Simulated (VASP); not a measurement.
Input of a VASP 6.6.1 run:

Contents of INCAR:

```
SYSTEM = Si5Ge2
ALGO     = Normal         ! electronic algorithm
EDIFF    = 1E-6           ! SCF threshold, eV
ENCUT    = 500            ! plane-wave cutoff, eV
GGA      = PE             ! functional
GGA_COMPAT= .False.      
ISIF     = 2              ! what is computed and relaxed
ISMEAR   = 0              ! smearing method
LASPH    = .True.         ! aspherical terms in the spheres
LCHARG   = .False.        ! write CHGCAR
LREAL    = .False.        ! projectors in reciprocal space
LWAVE    = .False.        ! write WAVECAR
NBANDS   = 33             ! bands
NELM     = 120            ! most SCF steps
PREC     = Accurate       ! precision mode
SIGMA    = 0.1            ! smearing width, eV
```

The input KPOINTS:

```
k-points
0
Gamma
  4 4 2
  0 0 0
```

POSCAR

```
Si5Ge2
1.0
    3.8032152532      0.0000000000      0.0000000000
    0.0000000000      3.8032152532      0.0000000000
    0.0000000000      0.0000000000      8.4746723789
Si Ge
5 2
Direct
    0.5000000000      0.0000000000      0.7066243680
    0.0000000000      0.5000000000      0.7066243680
    0.5000000000      0.0000000000      0.9929449778
    0.0000000000      0.5000000000      0.9929449778
    0.0000000000      0.0000000000      0.1789008724
    0.5000000000      0.0000000000      0.3979104280
    0.0000000000      0.5000000000      0.3979104280
```

Potentials or basis: VASP PAW PBE potentials, release 64 (Si, Ge_d).

Launch:

```console
$ cat potpaw_PBE.64/Si/POTCAR potpaw_PBE.64/Ge_d/POTCAR > POTCAR
$ mpirun -np 1 vasp_std > vasp.out
```

Task: What does it give for the band gap on the k mesh?

Result: Zero (band 24 reaches 7.89 eV, above the bottom of band 25 at 5.72 eV).

Task: What does it give for the largest force?

Result: 0.121 eV/Å.

Task: Predict the pressure.

Result: 0.9 GPa.

Forces on the atoms (eV/Å):
```
Si   0.000  0.000  0.121
Si   0.000  0.000  0.121
Si   0.000  0.000 -0.002
Si   0.000  0.000 -0.002
Si   0.000  0.000 -0.087
Ge   0.000  0.000 -0.075
Ge   0.000  0.000 -0.075
```

Caveat: the k points lie up to 0.41 Å⁻¹ apart.
